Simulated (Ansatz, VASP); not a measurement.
One calculation of Na3F2, two programs

```
CELL_PARAMETERS angstrom
3.81270 0.00000 0.00000
-1.90635 3.30189 0.00000
0.00000 0.00000 9.64704
ATOMIC_POSITIONS crystal
Na 0.00000 0.00000 0.00000
Na 0.33333 0.66667 0.62005
Na 0.66667 0.33333 0.37995
F 0.33333 0.66667 0.37596
F 0.66667 0.33333 0.62404
```

Alike in both runs: functional PBE; k mesh 12 × 12 × 4; occupations gaussian, width 0.1 eV; no spin polarisation.

Ansatz relaxed the structure, and its values are those at the end. VASP's run is a single point on that final structure, the one shown.

```csv
,VASP,Ansatz
version,VASP 6.6.1,Ansatz 0.2.0
potentials or method,"VASP PAW PBE potentials, release 64 (Na_pv, F), cutoff 520 eV","scalar-relativistic, plane waves, PAW"
valence electrons in the cell,35,41
```

```tsv
	VASP	Ansatz	Ansatz less VASP
gap on the k mesh at the Fermi level (eV)	none	none	-
pressure (GPa)	0.0	0.0	+0.02
```

A gap of «none» marks a metal or a gap that the smearing closes. The functional is the same, so the differences come from potentials, cutoffs and numerics. VASP's potentials hold 35 valence electrons a cell and Ansatz's 41, so a difference there can come from the potentials and not from the codes.
